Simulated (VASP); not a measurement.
# C (Fd-3m) in VASP: further runs

The runs below take C through single point, with pbe exchange, pbesol correlation.

All numbers are computed with VASP 6.6.1; they aren't measurements. Logs are shortened: lines on timing, memory, paths and dates and some standing lists are left out, and cuts for length are marked.

### 1 The cell of the first run

Symmetry: Fd-3m, No. 227, cubic system. The conventional cell has a = 3.494 Å, b = 3.494 Å, c = 3.494 Å, α = 90.00°, β = 90.00°, γ = 90.00°. C (site symmetry -43m) has 4 C at 1.51 Å within 2.0 Å.

### 2 Single point, pbe exchange, pbesol correlation, collinear spin (5.33 Å³/atom)

Input file INCAR:

```
  ALGO = Normal
  EDIFF = 1E-6
  ENCUT = 600
  GGA = LIBXC
  GGA_COMPAT = F
  ISIF = 2
  ISMEAR = -5
  ISPIN = 2
  LASPH = T
  LCHARG = F
  LIBXC1 = GGA_X_PBE
  LIBXC2 = GGA_C_PBE_SOL
  LORBIT = 11
  LREAL = F
  LWAVE = F
  MAGMOM = 0.855 0.145
  NBANDS = 15
  NELM = 200
  NUPDOWN = 1.0
  PREC = Accurate
  SIGMA = 0.05
```

Input file KPOINTS:

```
k-points
0
Gamma
  13 13 13
```

Input file POSCAR:

```
C
1.0
    0.0000000000      1.7469644787      1.7469644787
    1.7469644787      0.0000000000      1.7469644787
    1.7469644787      1.7469644787      0.0000000000
C
2
Direct
    0.7500000000      0.7500000000      0.7500000000
    0.5000000000      0.5000000000      0.5000000000
```

Potentials or basis: VASP PAW PBE potentials, release 64 (C).

Run with:

```sh
cat potpaw_PBE.64/C/POTCAR > POTCAR
mpirun -np 1 vasp_std > vasp.out
```

OUTCAR:

```text
EDIFF = 1E-6
   ENCUT = 600
   GGA = LIBXC
   ISIF = 2
   ISMEAR = -5
   ISPIN = 2
   LASPH = T
   LORBIT = 11
   LREAL = F
   NELM = 200
   NUPDOWN = 1.0
   PREC = Accurate

 ion  position               nearest neighbor table
   1  0.750  0.750  0.750-   2 1.51   2 1.51   2 1.51   2 1.51
   2  0.500  0.500  0.500-   1 1.51   1 1.51   1 1.51   1 1.51

  LATTYP: Found a face centered cubic cell.
 ALAT       =     3.4939289574

  Lattice vectors:

 A1 = (   0.0000000000,   1.7469644787,   1.7469644787)
 A2 = (   1.7469644787,   0.0000000000,   1.7469644787)
 A3 = (   1.7469644787,   1.7469644787,   0.0000000000)

Analysis of symmetry for initial positions (statically):
=====================================================================
 Subroutine PRICEL returns:
 Original cell was already a primitive cell.

 Routine SETGRP: Setting up the symmetry group for a
 face centered cubic supercell.

 Subroutine GETGRP returns: Found 48 space group operations
 (whereof 24 operations were pure point group operations)
 out of a pool of 48 trial point group operations.

The static configuration has the point symmetry T_d .
 The point group associated with its full space group is O_h .

Analysis of symmetry for dynamics (positions and initial velocities):
=====================================================================
 Subroutine PRICEL returns:
 Original cell was already a primitive cell.

 Routine SETGRP: Setting up the symmetry group for a
 face centered cubic supercell.

 Subroutine GETGRP returns: Found 48 space group operations
 (whereof 24 operations were pure point group operations)
 out of a pool of 48 trial point group operations.

The dynamic configuration has the point symmetry T_d .
 The point group associated with its full space group is O_h .

Analysis of structural, dynamic, and magnetic symmetry:
=====================================================================
 Subroutine PRICEL returns:
 Original cell was already a primitive cell.

 Routine SETGRP: Setting up the symmetry group for a
 face centered cubic supercell.

 Subroutine GETGRP returns: Found 24 space group operations
 (whereof 24 operations were pure point group operations)
 out of a pool of 48 trial point group operations.

The overall configuration has the point symmetry T_d .

 Subroutine INISYM returns: Found 24 space group operations
 (whereof 24 operations are pure point group operations),
 and found     1 'primitive' translations

----------------------------------------------------------------------------------------

[... 138 lines left out ...]
  free energy    TOTEN  =       -13.86272740 eV

  energy without entropy =      -13.86272740  energy(sigma->0) =      -13.86272740

 E-fermi :   7.1755     XC(G=0): -13.6233

 val. band max:       17.0991692074   @ k =  -0.3077   0.3846   0.0769
 cond. band min:       7.2838587680   @ k =   0.1538   0.0000   0.0000
 fundamental gap:     -9.8153104394
 Fermi energy:        17.2395327002

 spin component 1

 k-point     1 :       0.0000    0.0000    0.0000
  band No.  band energies     occupation
      1     -12.2772      1.00000
      2       9.8237      1.00000
      3       9.8237      1.00000
      4       9.8237      1.00000
      5      15.7023      1.00000
      6      15.7023      1.00000
      7      15.7023      1.00000
      8      24.5642      0.00000
      9      30.1929      0.00000
     10      37.4692      0.00000
     11      37.4692      0.00000
     12      38.5536      0.00000
     13      38.5536      0.00000
     14      38.5536      0.00000
[... 403 lines left out ...]
      4       5.7549      1.00000
      5      17.3377      0.20413
      6      20.9265      0.00000
      7      21.5531      0.00000
      8      24.4554      0.00000
      9      31.3392      0.00000
     10      34.3377      0.00000
     11      38.1238      0.00000
     12      38.5758      0.00000
     13      46.0513      0.00000
     14      52.0981      0.00000
     15      55.0805      0.00000

 [... further k-points ...]

 spin component 2

 k-point     1 :       0.0000    0.0000    0.0000
  band No.  band energies     occupation
      1     -11.4179      1.00000
      2      10.7055      0.00000
      3      10.7055      0.00000
      4      10.7055      0.00000
      5      16.6074      0.00000
      6      16.6074      0.00000
      7      16.6074      0.00000
      8      25.6219      0.00000
      9      31.1812      0.00000
     10      38.1883      0.00000
     11      38.1883      0.00000
     12      39.3331      0.00000
     13      39.3331      0.00000
     14      39.3331      0.00000
[... 403 lines left out ...]
      4       6.6281      1.01654
      5      18.2400      0.00000
      6      21.8345      0.00000
      7      22.5072      0.00000
      8      25.4152      0.00000
      9      32.2908      0.00000
     10      35.2585      0.00000
     11      38.8987      0.00000
     12      39.4269      0.00000
     13      46.8290      0.00000
     14      52.8996      0.00000
     15      55.9287      0.00000

 [... further k-points ...]
[... 5 lines left out ...]
  --------------------------------------------------------------------------------------
  -------------------------------------------------------------------------------------
  Total        4.9359691      4.9359691      4.9359691      0.0000000     -0.0000000      0.0000000
  in kB      741.6530712    741.6530712    741.6530712      0.0000000     -0.0000000      0.0000000
  external PRESSURE =     741.6530712 kB  Pullay stress =       0.0000000 kB

 VOLUME and BASIS-vectors are now :
 -----------------------------------------------------------------------------
  energy-cutoff  :      600.00
  volume of cell :       10.66
      direct lattice vectors                 reciprocal lattice vectors
     0.000000000  1.746964479  1.746964479    -0.286210742  0.286210742  0.286210742
     1.746964479  0.000000000  1.746964479     0.286210742 -0.286210742  0.286210742
     1.746964479  1.746964479  0.000000000     0.286210742  0.286210742 -0.286210742

 POSITION                                       TOTAL-FORCE (eV/Angst)
 -----------------------------------------------------------------------------------
      2.62045      2.62045      2.62045         0.000000      0.000000      0.000000
      1.74696      1.74696      1.74696        -0.000000     -0.000000     -0.000000
 -----------------------------------------------------------------------------------
    total drift:                               -0.000000     -0.000000     -0.000000

  FREE ENERGIE OF THE ION-ELECTRON SYSTEM (eV)
  ---------------------------------------------------
  free  energy   TOTEN  =       -13.8627274040 eV

  energy  without entropy=      -13.8627274040  energy(sigma->0) =      -13.86272740

 total charge

# of ion       s       p       d       tot
------------------------------------------
    1        0.871   1.730   0.000   2.601
    2        0.871   1.730   0.000   2.601
--------------------------------------------------
tot          1.743   3.460   0.000   5.202

 magnetization (x)

# of ion       s       p       d       tot
------------------------------------------
    1        0.044   0.264   0.000   0.308
    2        0.044   0.264   0.000   0.308
--------------------------------------------------
tot          0.089   0.528   0.000   0.617
```

OSZICAR:

```text
N       E                     dE             d eps       ncg     rms          rms(c)
DAV:   1     0.101960129984E+02    0.10196E+02   -0.45963E+03  5133   0.539E+02
DAV:   2    -0.139893246088E+02   -0.24185E+02   -0.23250E+02  6568   0.127E+02
DAV:   3    -0.143778503946E+02   -0.38853E+00   -0.38747E+00  5908   0.121E+01
DAV:   4    -0.143781637057E+02   -0.31331E-03   -0.31317E-03  6363   0.430E-01
DAV:   5    -0.143781639964E+02   -0.29061E-06   -0.28937E-06  6083   0.112E-02    0.544E+00
DAV:   6    -0.139944433935E+02    0.38372E+00   -0.28040E-01  5614   0.282E+00    0.315E+00
DAV:   7    -0.138562115426E+02    0.13823E+00   -0.22228E-01  6111   0.290E+00    0.116E+00
DAV:   8    -0.138625309398E+02   -0.63194E-02   -0.10766E-02  5789   0.715E-01    0.599E-01
DAV:   9    -0.138625933042E+02   -0.62364E-04   -0.41777E-04  5992   0.145E-01    0.159E-01
DAV:  10    -0.138627142036E+02   -0.12090E-03   -0.21528E-04  5677   0.937E-02    0.421E-02
DAV:  11    -0.138627279736E+02   -0.13770E-04   -0.20700E-05  6139   0.287E-02    0.184E-02
DAV:  12    -0.138627274040E+02    0.56959E-06   -0.44448E-07  4852   0.460E-03
   1 F= -.13862727E+02 E0= -.13862727E+02  d E =0.000000E+00  mag=     1.0000
```

stdout:

```text
POSCAR found type information on POSCAR C
 POSCAR found :  1 types and       2 ions
 scaLAPACK will be used
 -----------------------------------------------------------------------------
[... 23 lines left out ...]
|     Tetrahedron method does not include variations of the Fermi             |
|     occupations, so forces and stress will be inaccurate. We suggest        |
|     using a different smearing scheme ISMEAR = 1 or 2 for metals in         |
|     relaxations.                                                            |
|                                                                             |
 -----------------------------------------------------------------------------
```

Wall time 19 s (1 thread of Intel Xeon 6975P-C (Granite Rapids), shared host); peak memory 0.14 GiB.

What came out:

```yaml
Free_energy: -13.8627 eV
Pressure: 74.2 GPa
Net_moment: 1.00 μB per cell
Site_moments: C +0.31 μB
Valence_electrons_inside_the_program's_atomic_spheres: C 2.60
```

Caveat: the cell stands under pressure; the PAW data sets were made with another functional, which shifts forces and pressure a little; the total moment is fixed, so each spin has its own Fermi level.

### 3 Single point, pbe exchange, pbesol correlation, collinear spin (5.44 Å³/atom)

This run uses another cell than the first one, of 5.44 Å³/atom.

Input file INCAR:

```
PREC = Accurate
ENCUT = 600
EDIFF = 1E-6
ISMEAR = -5
SIGMA = 0.05
LREAL = F
LASPH = T
NELM = 200
ALGO = Normal
ISIF = 2
LWAVE = F
LCHARG = F
ISPIN = 2
MAGMOM = 0.855 0.145
LORBIT = 11
NUPDOWN = 1.0
GGA = LIBXC
LIBXC1 = GGA_X_PBE
LIBXC2 = GGA_C_PBE_SOL
NBANDS = 15
GGA_COMPAT = F
```

Input file KPOINTS:

```
regular mesh
0
Gamma
  13 13 13
```

Input file POSCAR:

```
C
1.0
    0.0000000000      1.7592674508      1.7592674508
    1.7592674508      0.0000000000      1.7592674508
    1.7592674508      1.7592674508      0.0000000000
C
2
Direct
    0.7500000000      0.7500000000      0.7500000000
    0.5000000000      0.5000000000      0.5000000000
```

Potentials or basis: VASP PAW PBE potentials, release 64 (C).

Run with:

```sh
cat potpaw_PBE.64/C/POTCAR > POTCAR
mpirun -np 1 vasp_std > vasp.out
```

Wall time 18 s (1 thread of Intel Xeon 6975P-C (Granite Rapids), shared host); peak memory 0.14 GiB.

It converged, with:

- Free energy: -13.9600 eV
- Pressure: 62.0 GPa
- Net moment: 1.00 μB per cell
- Site moments: C +0.31 μB
- Valence electrons inside the program's atomic spheres: C 2.58

Caveat: the cell stands under pressure; the PAW data sets were made with another functional, which shifts forces and pressure a little; the total moment is fixed, so each spin has its own Fermi level.
